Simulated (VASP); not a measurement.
# BiB (Fm-3m) in VASP: notebook

BiB is run at these levels: PBE, r2SCAN; tasks: single point, relaxation of cell and atoms.

Program: VASP 6.6.1. These are calculated values, not measurements. Logs are shortened: lines on timing, memory, paths and dates and some standing lists are left out, and cuts for length are marked.

### 1 The cell of the first run

The structure is cubic, space group Fm-3m (No. 225). Conventional cell: a = 5.254 Å, b = 5.254 Å, c = 5.254 Å, α = 90.00°, β = 90.00°, γ = 90.00°. B (site symmetry m-3m) has 6 Bi at 2.63 Å within 3.5 Å. Within 3.5 Å of Bi (site symmetry m-3m) lie 6 B at 2.63 Å.

### 2 Single point, PBE

File INCAR:

```
SYSTEM = BiB
PREC = Accurate
ENCUT = 520
EDIFF = 1E-6
ISMEAR = -1
SIGMA = 0.02
LREAL = .False.
LASPH = .True.
NELM = 80
ALGO = Normal
ISIF = 2
LWAVE = .False.
LCHARG = .True.
GGA = PE
LELF = .True.
LVHAR = .True.
NBANDS = 16
```

File KPOINTS:

```
regular mesh
0
Gamma
  8 8 8
  0 0 0
```

File POSCAR:

```
BiB
1.0
    0.0000000000      2.6268329306      2.6268329306
    2.6268329306      0.0000000000      2.6268329306
    2.6268329306      2.6268329306      0.0000000000
B Bi
1 1
Direct
    0.0000000000      0.0000000000      0.0000000000
    0.5000000000      0.5000000000      0.5000000000
```

Potentials or basis: VASP PAW PBE potentials, release 64 (B, Bi_d).

Started as:

```sh
> cat potpaw_PBE.64/B/POTCAR potpaw_PBE.64/Bi_d/POTCAR > POTCAR
> mpirun -np 1 vasp_std > vasp.out
```

OUTCAR:

```text
SYSTEM = BiB
   PREC = Accurate
   ENCUT = 520
   EDIFF = 1E-6
   ISMEAR = -1
   LREAL = .False.
   LASPH = .True.
   NELM = 80
   ISIF = 2
   GGA = PE

 ion  position               nearest neighbor table
   1  0.000  0.000  0.000-   2 2.63   2 2.63   2 2.63   2 2.63   2 2.63   2 2.63
   2  0.500  0.500  0.500-   1 2.63   1 2.63   1 2.63   1 2.63   1 2.63   1 2.63

  LATTYP: Found a face centered cubic cell.
 ALAT       =     5.2536658612

  Lattice vectors:

 A1 = (   0.0000000000,   2.6268329306,   2.6268329306)
 A2 = (   2.6268329306,   0.0000000000,   2.6268329306)
 A3 = (   2.6268329306,   2.6268329306,   0.0000000000)

Analysis of symmetry for initial positions (statically):
=====================================================================
 Subroutine PRICEL returns:
 Original cell was already a primitive cell.

 Routine SETGRP: Setting up the symmetry group for a
 face centered cubic supercell.

 Subroutine GETGRP returns: Found 48 space group operations
 (whereof 48 operations were pure point group operations)
 out of a pool of 48 trial point group operations.

The static configuration has the point symmetry O_h .

Analysis of symmetry for dynamics (positions and initial velocities):
=====================================================================
 Subroutine PRICEL returns:
 Original cell was already a primitive cell.

 Routine SETGRP: Setting up the symmetry group for a
 face centered cubic supercell.

 Subroutine GETGRP returns: Found 48 space group operations
 (whereof 48 operations were pure point group operations)
 out of a pool of 48 trial point group operations.

The dynamic configuration has the point symmetry O_h .

 Subroutine INISYM returns: Found 48 space group operations
 (whereof 48 operations are pure point group operations),
 and found     1 'primitive' translations

----------------------------------------------------------------------------------------

                                     Primitive cell

  volume of cell :      36.2516

  direct lattice vectors                    reciprocal lattice vectors
     0.000000000  2.626832931  2.626832931    -0.190343282  0.190343282  0.190343282
     2.626832931  0.000000000  2.626832931     0.190343282 -0.190343282  0.190343282
     2.626832931  2.626832931  0.000000000     0.190343282  0.190343282 -0.190343282

  length of vectors
     3.714902757  3.714902757  3.714902757     0.329684234  0.329684234  0.329684234

  position of ions in fractional coordinates (direct lattice)
     0.000000000  0.000000000  0.000000000
     0.500000000  0.500000000  0.500000000

  ion indices of the primitive-cell ions
   primitive index   ion index
                 1           1
                 2           2

----------------------------------------------------------------------------------------

 KPOINTS: regular mesh

Automatic generation of k-mesh.
 Grid dimensions read from file:
 generate k-points for:    8    8    8

 Generating k-lattice:

  Cartesian coordinates                     Fractional coordinates (reciprocal lattice)
    -0.023792910  0.023792910  0.023792910     0.125000000  0.000000000  0.000000000
     0.023792910 -0.023792910  0.023792910     0.000000000  0.125000000  0.000000000
     0.023792910  0.023792910 -0.023792910     0.000000000  0.000000000  0.125000000

  Length of vectors
     0.041210529  0.041210529  0.041210529

  Shift w.r.t. Gamma in fractional coordinates (k-lattice)
     0.000000000  0.000000000  0.000000000

 Subroutine IBZKPT returns following result:
 ===========================================

 Found     29 irreducible k-points:

 Following reciprocal coordinates:
            Coordinates               Weight
  0.000000  0.000000  0.000000      1.000000
  0.125000  0.000000  0.000000      8.000000
  0.250000  0.000000  0.000000      8.000000
  0.375000  0.000000  0.000000      8.000000
  0.500000  0.000000  0.000000      4.000000
  0.125000  0.125000  0.000000      6.000000
[... 16 lines left out ...]
  0.500000  0.250000  0.125000     48.000000
 -0.375000  0.250000  0.125000     24.000000
 [... further k-points ...]
   k-points           NKPTS =     29   k-points in BZ     NKDIM =     29   number of bands    NBANDS=     16
   number of dos      NEDOS =    301   number of ions     NIONS =      2
   total plane-waves  NPLWV =  21952
   dimension x,y,z NGX =    28 NGY =   28 NGZ =   28
   dimension x,y,z NGXF=    56 NGYF=   56 NGZF=   56
   ions per type =               1   1
   NGX,Y,Z   is equivalent  to a cutoff of  12.53, 12.53, 12.53 a.u.
   NGXF,Y,Z  is equivalent  to a cutoff of  25.06, 25.06, 25.06 a.u.
 SYSTEM =  BiB
   PREC   = accura    normal or accurate (medium, high low for compatibility)
   ISTART =      0    job   : 0-new  1-cont  2-samecut
   ICHARG =      2    charge: 1-file 2-atom 10-const
   ISPIN  =      1    spin polarized calculation?
   LNONCOLLINEAR =      F non collinear calculations
   LSORBIT =      F    spin-orbit coupling
   LASPH  =      T    aspherical Exc in radial PAW
   ENCUT  =  520.0 eV  38.22 Ry    6.18 a.u.   6.91  6.91  6.91*2*pi/ulx,y,z
   NELM   =     80;   NELMIN=  2; NELMDL= -5     # of ELM steps
   EDIFF  = 0.1E-05   stopping-criterion for ELM
   LREAL  =      F    real-space projection
[... 7 lines left out ...]
   TEBEG  =    0.0;   TEEND  =   0.0 temperature during run
   PSTRESS=    0.0 pullay stress
   NELECT =      18.0000    total number of electrons
   NUPDOWN=      -1.0000    fix difference up-down
   EMIN   =  10.00;   EMAX   =-10.00  energy-range for DOS
   EFERMI =   0.00;   METHOD = LEGACY
   ISMEAR =    -1;   SIGMA  =   0.02  broadening in eV -4-tet -1-fermi 0-gaus
   EFERMI_NEDOS =   21; number of points for ismear=-14 and -15
   IALGO  =     38    algorithm
   IMIX   =      4    mixing-type and parameters
     AMIX     =   0.40;   BMIX     =  1.00
     AMIX_MAG =   1.60;   BMIX_MAG =  1.00
  volume/ion in A,a.u.               =      18.13       122.32
  Fermi-wavevector in a.u.,A,eV,Ry     =   1.296353  2.449752 22.865007  1.680531
  Thomas-Fermi vector in A             =   2.427815
   LORBIT       =      0    0 simple, 1 ext, 2 COOP (PROOUT), +10 PAW based schemes
   GGA     = PE    functional components
   LHFCALC =     F    Hartree Fock is set to
   AEXX    =    0.0000 exact exchange contribution
   IVDW    =     0    specifies the selected vdW correction
   LEPSILON=     F    determine dielectric tensor
   LRPA    =     F    only Hartree local field effects (RPA)
 non-spin polarized calculation
  energy-cutoff  :      520.00
  volume of cell :       36.25
 maximum number of plane-waves:       992
   NGX = 13   NGY = 13   NGZ = 13

 number of electron      18.0000003 magnetization

 Free energy of the ion-electron system (eV)
  ---------------------------------------------------
  ext. energy  EPLUGINS =         0.00000000
  ---------------------------------------------------
  free energy    TOTEN  =        -8.18969694 eV

  energy without entropy =       -8.18885540  energy(sigma->0) =       -8.18927617

 E-fermi :   8.3000     XC(G=0): -10.9724

 val. band max:        8.2439573271   @ k =   0.1250   0.0000   0.0000
 cond. band min:       8.3501811249   @ k =   0.3750   0.1250   0.0000
 fundamental gap:      0.1062237977
 Fermi energy:         8.3000475524

 k-point     1 :       0.0000    0.0000    0.0000
  band No.  band energies     occupation
      1     -14.5891      2.00000
      2     -14.5891      2.00000
      3     -14.5891      2.00000
      4     -14.5548      2.00000
      5     -14.5548      2.00000
      6      -5.9364      2.00000
[... 8 lines left out ...]
     15      16.7089      0.00000
     16      16.7089      0.00000

 k-point     2 :       0.1250    0.0000    0.0000
  band No.  band energies     occupation
      1     -14.5877      2.00000
      2     -14.5830      2.00000
      3     -14.5830      2.00000
      4     -14.5552      2.00000
      5     -14.5552      2.00000
      6      -5.6937      2.00000
[... 8 lines left out ...]
     15      17.1945      0.00000
     16      17.1945      0.00000

 k-point     3 :       0.2500    0.0000    0.0000
  band No.  band energies     occupation
      1     -14.5857      2.00000
      2     -14.5857      2.00000
      3     -14.5849      2.00000
      4     -14.5386      2.00000
      5     -14.5386      2.00000
      6      -4.9808      2.00000
[... 8 lines left out ...]
     15      18.3719      0.00000
     16      18.3719      0.00000

 k-point     4 :       0.3750    0.0000    0.0000
  band No.  band energies     occupation
      1     -14.5972      2.00000
      2     -14.5972      2.00000
      3     -14.5830      2.00000
      4     -14.5130      2.00000
      5     -14.5130      2.00000
      6      -3.8965      2.00000
[... 8 lines left out ...]
     15      20.1124      0.00000
     16      20.1124      0.00000

 k-point     5 :       0.5000    0.0000    0.0000
  band No.  band energies     occupation
      1     -14.6025      2.00000
      2     -14.6025      2.00000
      3     -14.5823      2.00000
      4     -14.5019      2.00000
      5     -14.5019      2.00000
      6      -3.1035      2.00000
[... 8 lines left out ...]
     15      21.7865      0.00000
     16      21.7865      0.00000

 k-point     6 :       0.1250    0.1250    0.0000
  band No.  band energies     occupation
      1     -14.5957      2.00000
      2     -14.5742      2.00000
      3     -14.5742      2.00000
      4     -14.5673      2.00000
      5     -14.5484      2.00000
      6      -5.6125      2.00000
[... 8 lines left out ...]
     15      18.1819      0.00000
     16      18.1819      0.00000
[... 267 lines left out ...]
 k-point    21 :       0.5000    0.5000    0.0000
  band No.  band energies     occupation
      1     -14.6475      2.00000
      2     -14.6343      2.00000
      3     -14.5108      2.00000
      4     -14.4837      2.00000
      5     -14.4837      2.00000
      6      -2.1625      2.00000
[... 8 lines left out ...]
     15      23.6891      0.00000
     16      25.2924      0.00000

 k-point    22 :       0.3750    0.2500    0.1250
  band No.  band energies     occupation
      1     -14.5957      2.00000
      2     -14.5949      2.00000
      3     -14.5634      2.00000
      4     -14.5389      2.00000
      5     -14.5179      2.00000
      6      -4.3609      2.00000
[... 8 lines left out ...]
     15      19.7512      0.00000
     16      21.0175      0.00000

 k-point    23 :       0.5000    0.2500    0.1250
  band No.  band energies     occupation
      1     -14.6055      2.00000
      2     -14.5815      2.00000
      3     -14.5664      2.00000
      4     -14.5254      2.00000
      5     -14.5078      2.00000
      6      -3.3329      2.00000
[... 8 lines left out ...]
     15      20.4139      0.00000
     16      21.4215      0.00000

 k-point    24 :      -0.3750    0.2500    0.1250
  band No.  band energies     occupation
      1     -14.6092      2.00000
      2     -14.5799      2.00000
      3     -14.5561      2.00000
      4     -14.5301      2.00000
      5     -14.5014      2.00000
      6      -2.6239      2.00000
[... 8 lines left out ...]
     15      19.1146      0.00000
     16      21.9098      0.00000

 [... further k-points ...]

------------------------ aborting loop because EDIFF is reached ----------------------------------------

  FORCE on cell =-STRESS in cart. coord.  units (eV):
  Direction    XX          YY          ZZ          XY          YZ          ZX
  --------------------------------------------------------------------------------------
  -------------------------------------------------------------------------------------
  Total        0.1991448      0.1991448      0.1991448      0.0000000      0.0000000      0.0000000
  in kB        8.8014075      8.8014075      8.8014075      0.0000000      0.0000000      0.0000000
  external PRESSURE =       8.8014075 kB  Pullay stress =       0.0000000 kB

 VOLUME and BASIS-vectors are now :
 -----------------------------------------------------------------------------
  energy-cutoff  :      520.00
  volume of cell :       36.25
      direct lattice vectors                 reciprocal lattice vectors
     0.000000000  2.626832931  2.626832931    -0.190343282  0.190343282  0.190343282
     2.626832931  0.000000000  2.626832931     0.190343282 -0.190343282  0.190343282
     2.626832931  2.626832931  0.000000000     0.190343282  0.190343282 -0.190343282

 POSITION                                       TOTAL-FORCE (eV/Angst)
 -----------------------------------------------------------------------------------
      0.00000      0.00000      0.00000        -0.000000      0.000000     -0.000000
      2.62683      2.62683      2.62683         0.000000     -0.000000      0.000000
 -----------------------------------------------------------------------------------
    total drift:                                0.000000      0.000000      0.000000

  FREE ENERGIE OF THE ION-ELECTRON SYSTEM (eV)
  ---------------------------------------------------
  free  energy   TOTEN  =        -8.1896969356 eV

  energy  without entropy=       -8.1888554000  energy(sigma->0) =       -8.18927617
```

Wall time 34 s (1 thread of Intel Xeon 8259CL, shared host); peak memory 0.16 GiB.

Results:

```yaml
Free_energy: -8.1897 eV
Pressure: 0.9 GPa
Band_gap_on_the_k_mesh: zero (bands 9 and 10 overlap by 4.10 eV)
```

Caveat: spin-orbit coupling is left out, which moves the levels of the heavy elements.

### 3 Single point, r2SCAN

POSCAR is that of step 2.

File INCAR.step1:

```
SYSTEM = BiB
  ALGO = Normal
  EDIFF = 1E-4
  ENCUT = 520
  GGA = PE
  ISMEAR = -1
  LASPH = .True.
  LCHARG = .False.
  LREAL = .False.
  LWAVE = .True.
  NBANDS = 16
  NELM = 60
  PREC = Accurate
  SIGMA = 0.02
```

File INCAR.step2:

```
SYSTEM = BiB
  ALGO = Normal
  EDIFF = 1E-6
  ENCUT = 520
  ISIF = 2
  ISMEAR = -1
  ISTART = 1
  LASPH = .True.
  LCHARG = .False.
  LMIXTAU = .True.
  LREAL = .False.
  LWAVE = .False.
  METAGGA = R2SCAN
  NBANDS = 16
  NELM = 60
  PREC = Accurate
  SIGMA = 0.02
```

File KPOINTS:

```
k-points
0
Gamma
  8 8 8
  0 0 0
```

Potentials or basis: VASP PAW PBE potentials, release 64 (B, Bi_d).

Started as:

```sh
> cat potpaw_PBE.64/B/POTCAR potpaw_PBE.64/Bi_d/POTCAR > POTCAR
> cp INCAR.step1 INCAR
> mpirun -np 1 vasp_std > vasp.out
> cp INCAR.step2 INCAR
> mpirun -np 1 vasp_std > vasp.out
```

It took 2 min on 1 thread of Intel Xeon 8259CL, shared host; peak memory 0.17 GiB.

The run converged. Its results:

| Quantity | Value |
| --- | --- |
| Free energy | -63.3546 eV |
| Pressure | 0.0 GPa |
| Band gap on the k mesh | zero (bands 9 and 10 overlap by 4.38 eV) |

Levels at points of the mesh, in eV from the Fermi level:
```csv
k point,band 5,band 6,band 7,band 8,band 9,band 10,band 11,band 12,band 13,band 14
"(0.00, 0.00, 0.00)",-23.62,-14.93,-0.18,-0.18,-0.18,0.15,6.95,6.95,6.95,8.89
"(0.50, 0.00, 0.00)",-23.55,-11.88,-8.97,1.08,1.08,1.89,1.89,3.08,3.18,11.60
"(0.50, 0.50, 0.00)",-23.53,-10.92,-6.49,-4.42,-3.14,-3.14,4.43,9.06,9.06,10.01
```

Caveat: the PAW data sets were made with another functional, which shifts forces and pressure a little; spin-orbit coupling is left out, which moves the levels of the heavy elements.

### 4 Relaxation of cell and atoms, r2SCAN

This run uses another cell than the first one, of 18.33 Å³/atom.

File POSCAR:

```
BiB
1.0
    0.0000000000      2.6368611746      2.6368611746
    2.6368611746      0.0000000000      2.6368611746
    2.6368611746      2.6368611746      0.0000000000
B Bi
1 1
Direct
    0.0000000000      0.0000000000      0.0000000000
    0.5000000000      0.5000000000      0.5000000000
```

File INCAR.step1:

```
SYSTEM = BiB
PREC = Accurate
ENCUT = 600
ISMEAR = -1
SIGMA = 0.02
LREAL = .False.
LASPH = .True.
NELM = 60
GGA = PE
ALGO = Normal
EDIFF = 1E-4
LWAVE = .True.
LCHARG = .False.
```

File INCAR.step2:

```
SYSTEM = BiB
PREC = Accurate
ENCUT = 600
EDIFF = 1E-6
ISMEAR = -1
SIGMA = 0.02
LREAL = .False.
LASPH = .True.
NELM = 60
ALGO = Normal
ISIF = 3
LWAVE = .False.
LCHARG = .False.
METAGGA = R2SCAN
LMIXTAU = .True.
IBRION = 2
NSW = 80
EDIFFG = -0.005
ISTART = 1
```

File KPOINTS:

```
regular mesh
0
Gamma
  8 8 8
  0 0 0
```

Started as:

```sh
> cat potpaw_PBE.64/B/POTCAR potpaw_PBE.64/Bi_d/POTCAR > POTCAR
> cp INCAR.step1 INCAR
> mpirun -np 1 vasp_std > vasp.out
> cp INCAR.step2 INCAR
> mpirun -np 1 vasp_std > vasp.out
```

It took 5.2 min on 1 thread of Intel Xeon 8259CL, shared host; peak memory 0.19 GiB.

Results (log left out):

```
Free energy                           : -63.3554 eV
Relaxed volume                        : 18.14 Å³/atom
Relaxed cell                          : a = 3.716 Å, b = 3.716 Å, c = 3.716 Å, α = 60.00°, β = 60.00°, γ = 60.00°
Space group after relaxing (to 0.1 Å) : Fm-3m (No. 225)
Energy gained by relaxing             : 0.5 meV/atom
Ionic steps                           : 3
Pressure after relaxing               : 0.0 GPa
Band gap on the k mesh                : zero (bands 9 and 10 overlap by 4.38 eV)
```

Step by step:
| step | energy change (eV) | largest force (eV/Å) | pressure (GPa) | volume (Å³) |
| --- | --- | --- | --- | --- |
| 1 | 0.0000 | 0.0000 | -0.88 | 36.67 |
| 2 | -0.0009 | 0.0000 | 0.38 | 36.14 |
| 3 | -0.0011 | 0.0000 | 0.02 | 36.29 |

Final structure:
```cif
data_structure
_symmetry_space_group_name_H-M 'P 1'
_symmetry_Int_Tables_number 1
_cell_length_a 3.7162
_cell_length_b 3.7162
_cell_length_c 3.7162
_cell_angle_alpha 60.000
_cell_angle_beta 60.000
_cell_angle_gamma 60.000
_cell_volume 36.29
loop_
_atom_site_label
_atom_site_type_symbol
_atom_site_fract_x
_atom_site_fract_y
_atom_site_fract_z
_atom_site_occupancy
B1 B 0.00000 0.00000 0.00000 1
Bi1 Bi 0.50000 0.50000 0.50000 1
```

Levels at points of the mesh, in eV from the Fermi level:
| k point | band 6 | band 7 | band 8 | band 9 | band 10 | band 11 | band 12 | band 13 |
| --- | --- | --- | --- | --- | --- | --- | --- | --- |
| (0.00, 0.00, 0.00) | -14.93 | -0.18 | -0.18 | -0.18 | 0.13 | 6.94 | 6.94 | 6.94 |
| (0.50, 0.00, 0.00) | -11.88 | -8.96 | 1.08 | 1.08 | 1.89 | 1.89 | 3.08 | 3.17 |
| (0.50, 0.50, 0.00) | -10.92 | -6.48 | -4.43 | -3.14 | -3.14 | 4.43 | 9.05 | 9.05 |

Caveat: the PAW data sets were made with another functional, which shifts forces and pressure a little; spin-orbit coupling is left out, which moves the levels of the heavy elements.

### 5 The runs side by side

| task | level | cell | cutoff (eV) | gap on the mesh (eV) | pressure (GPa) |
| --- | --- | --- | --- | --- | --- |
| single point | PBE | a = 3.715 Å, angles 60.0°, 2 atoms | 520 | none | 0.9 |
| single point | r2SCAN | a = 3.715 Å, angles 60.0°, 2 atoms | 520 | none | 0.0 |
| relaxation of cell and atoms | r2SCAN | relaxed from a = 3.729 Å, angles 60.0°, 2 atoms | 600 | none | 0.0 |

Alike in all rows: potentials or basis VASP PAW PBE potentials, release 64 (B, Bi_d); no spin polarisation; k mesh 8 × 8 × 8; smearing fermi-dirac 0.02 eV.

Caveats: spin-orbit coupling is left out, which moves the levels of the heavy elements; the PAW data sets were made with another functional, which shifts forces and pressure a little (at least some runs).

Absolute energies hang on the potentials; compare differences alone.
